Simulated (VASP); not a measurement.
Here is a VASP 6.6.1 calculation.

The input INCAR:

```
PREC = Accurate ; ENCUT = 520
EDIFF = 1E-7 ; ISMEAR = -1
SIGMA = 0.1 ; LREAL = F
LASPH = T ; NELM = 100
ALGO = Normal ; ISIF = 2
LWAVE = F ; LCHARG = F
GGA = PE ; NBANDS = 9
```

The input KPOINTS:

```
regular mesh
0
Gamma
  15 15 15
```

File POSCAR:

```
Te
1.0
   -1.8480934304      1.8480934304      1.8480934304
    1.8480934304     -1.8480934304      1.8480934304
    1.8480934304      1.8480934304     -1.8480934304
Te
1
Direct
    0.0000000000      0.0000000000      0.0000000000
```

Potentials or basis: VASP PAW PBE potentials, release 64 (Te).

Command:

```bash
$ cat potpaw_PBE.64/Te/POTCAR > POTCAR
$ mpirun -np 1 vasp_std > vasp.out
```

Task: Estimate the pressure.

Result: 8.9 GPa.

Task: Predict the band gap on the k mesh.

Result: Zero (band 3 reaches 13.27 eV, above the bottom of band 4 at 6.27 eV).

Caveat: spin-orbit coupling is left out, which moves the levels of the heavy elements.
